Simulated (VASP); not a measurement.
Write the native input for VASP 6.6.1 that does the following.

- Task: single point
- Functional: PBE
- Potentials or basis: VASP PAW PBE potentials, release 64 (In_d, Ru_pv)
- Cutoff: 520 eV
- k mesh: 4 × 4 × 4
- Occupations: gaussian, width 0.1 eV
- Spin: no spin polarisation
- Dipole correction: no
- Further INCAR settings: ALGO = Normal; EDIFF = 1e-06; NBANDS = 41

The structure of In4Ru lies in POSCAR:

```
In4Ru
1.0
    0.0000000000      4.0313356724      4.0313356724
    4.0313356724      0.0000000000      4.0313356724
    4.0313356724      4.0313356724      0.0000000000
In Ru
4 1
Direct
    0.1249081663      0.1249081663      0.1249081663
    0.1249081663      0.1249081663      0.6252755012
    0.1249081663      0.6252755012      0.1249081663
    0.6252755012      0.1249081663      0.1249081663
    0.7500000000      0.7500000000      0.7500000000
```

The cell was built from a structure type or drawn by symmetry, and may not be a known phase.

These files were run (other wordings do the same):

INCAR

```
SYSTEM = In4Ru
  PREC = Accurate
  ENCUT = 520
  EDIFF = 1E-6
  ISMEAR = 0
  SIGMA = 0.1
  LREAL = .FALSE.
  LASPH = .TRUE.
  NELM = 100
  ALGO = Normal
  ISIF = 2
  LWAVE = .FALSE.
  LCHARG = .FALSE.
  GGA = PE
  NBANDS = 41
```

KPOINTS

```
Automatic mesh
0
G
  4 4 4
  0 0 0
```

Potentials or basis: VASP PAW PBE potentials, release 64 (In_d, Ru_pv).

Launch:

```sh
$ cat potpaw_PBE.64/In_d/POTCAR potpaw_PBE.64/Ru_pv/POTCAR > POTCAR
$ mpirun -np 1 vasp_std > vasp.out
```

Results of the run:

* Pressure: -0.1 GPa
* Largest force: 0.017 eV/Å
* Band gap on the k mesh: 0.31 eV (least direct gap 0.35 eV)

Caveat: spin-orbit coupling is left out, which moves the levels of the heavy elements.

Wall time 26 s on 1 thread of Intel(R) Xeon(R) 6975P-C (Granite Rapids) (shared host), peak memory 0.26 GiB.
